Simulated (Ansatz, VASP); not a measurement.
# SnO: VASP beside Ansatz

File INCAR:

```
  PREC = Accurate
  ENCUT = 910
  EDIFF = 1E-8
  ISMEAR = -1
  SIGMA = 0.02
  LREAL = False
  LASPH = True
  NELM = 120
  ALGO = Normal
  ISIF = 2
  LWAVE = False
  LCHARG = False
  GGA = CA
  LEFG = True
  NBANDS = 28
  GGA_COMPAT = False
```

File KPOINTS:

```
Automatic mesh
0
Gamma
  6 6 5
```

POSCAR

```
SnO
1.0
    3.8020000000      0.0000000000      0.0000000000
    0.0000000000      3.8020000000      0.0000000000
    0.0000000000      0.0000000000      4.8360000000
Sn O
2 2
Direct
    0.0000000000      0.5000000000      0.2385000000
    0.5000000000      0.0000000000      0.7615000000
    0.0000000000      0.0000000000      0.0000000000
    0.5000000000      0.5000000000      0.0000000000
```

Input for Ansatz:

```yaml
crystal:
  lattice:
    - [3.802, 0.0, 0.0]
    - [0.0, 3.802, 0.0]
    - [0.0, 0.0, 4.836]
  atoms:
    - { symbol: Sn, position: [0.0, 0.5, 0.2385] }
    - { symbol: Sn, position: [0.5, 0.0, 0.7615] }
    - { symbol: O, position: [0.0, 0.0, 0.0] }
    - { symbol: O, position: [0.5, 0.5, 0.0] }
kpoints:
  mp_grid: { grid: [6, 6, 5] }
  band_path:
    path:
      - [0.0, 0.0, 0.0]
      - [0.0, 0.5, 0.0]
      - [0.5, 0.5, 0.0]
      - [0.0, 0.0, 0.0]
      - [0.0, 0.0, 0.5]
      - [0.0, 0.5, 0.5]
      - [0.5, 0.5, 0.5]
      - [0.0, 0.0, 0.5]
      - [0.0, 0.5, 0.0]
    npoints: 14
scf:
  occupations: { method: fermi_dirac, width: 0.02 }
hamiltonian:
  xc: lda
  pseudopotentials: { kind: paw }
output:
  forces: true
  stress: true
  eigenvalues: true
  efg: { contact_densities: true }
  populations: true
  bader: true
  dos: { projected: true, de: 0.2, e_range: [-14, 8] }
  write_density: true
  write_potential: true
  elf: true
  volumetric_format: npy
```

Alike in both runs: task electric field gradients; functional LDA; k mesh 6 × 6 × 5; occupations fermi-dirac, width 0.02 eV; no spin polarisation.

```csv
,VASP,Ansatz
version,VASP 6.6.1,Ansatz 0.2.0
potentials or method,"VASP PAW LDA potentials, release 64 (Sn_d, O_h)","PAW with Ansatz's default frozen-core files, scalar-relativistic"
plane-wave cutoff (eV),910,420
valence electrons in the cell,40,40
```

```csv
,VASP,Ansatz,Ansatz less VASP
rms of the force components (eV/Å),0.065,0.106,+0.0404
size of Vzz on the site where it differs most (V/Å²),164.9,170.5,+5.55
```

LDA's correlation is that of Perdew and Zunger in VASP and of Perdew and Wang (1992) in Ansatz. Atom by atom the forces differ by 0.040 eV/Å (rms over components).

Noted on VASP's run: the cutoff is short for stress, so the pressure is rough.
